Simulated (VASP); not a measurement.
A run of VASP 6.6.1 is set up as follows.

The input INCAR:

```
SYSTEM = HfN
PREC     = Accurate       ! precision mode
ENCUT    = 520            ! plane-wave cutoff, eV
EDIFF    = 1E-7           ! SCF threshold, eV
ISMEAR   = 0              ! smearing method
SIGMA    = 0.1            ! smearing width, eV
LREAL    = .False.        ! projectors in reciprocal space
LASPH    = .True.         ! aspherical terms in the spheres
NELM     = 60             ! most SCF steps
ALGO     = Normal         ! electronic algorithm
ISIF     = 2              ! what is computed and relaxed
LWAVE    = .False.        ! write WAVECAR
LCHARG   = .True.         ! write CHGCAR
GGA      = PS             ! functional
LELF     = .True.         ! ELF
LVHAR    = .True.       
NBANDS   = 23             ! bands
```

KPOINTS

```
Automatic mesh
0
Gamma
  8 8 4
  0 0 0
```

Contents of POSCAR:

```
HfN
1.0
    3.0318955230     -0.0000027928      0.0000000000
   -1.5159453429      2.6256999409      0.0000000000
    0.0000000000      0.0000000000      5.2482449485
Hf N
2 2
Direct
    0.6666666667      0.3333333333      0.7500000000
    0.3333333333      0.6666666667      0.2500000000
    0.0000000000      0.0000000000      0.0000000000
    0.0000000000      0.0000000000      0.5000000000
```

Potentials or basis: VASP PAW PBE potentials, release 64 (Hf_pv, N).

Run with:

```sh
$ cat potpaw_PBE.64/Hf_pv/POTCAR potpaw_PBE.64/N/POTCAR > POTCAR
$ mpirun -np 1 vasp_std > vasp.out
```

Q: Predict the band gap on the k mesh.

A: Zero (band 15 reaches 10.76 eV, above the bottom of band 16 at 8.14 eV).

Q: Estimate the pressure.

A: 27.9 GPa.

Caveat: the PAW data sets were made with another functional, which shifts forces and pressure a little; spin-orbit coupling is left out, which moves the levels of the heavy elements.
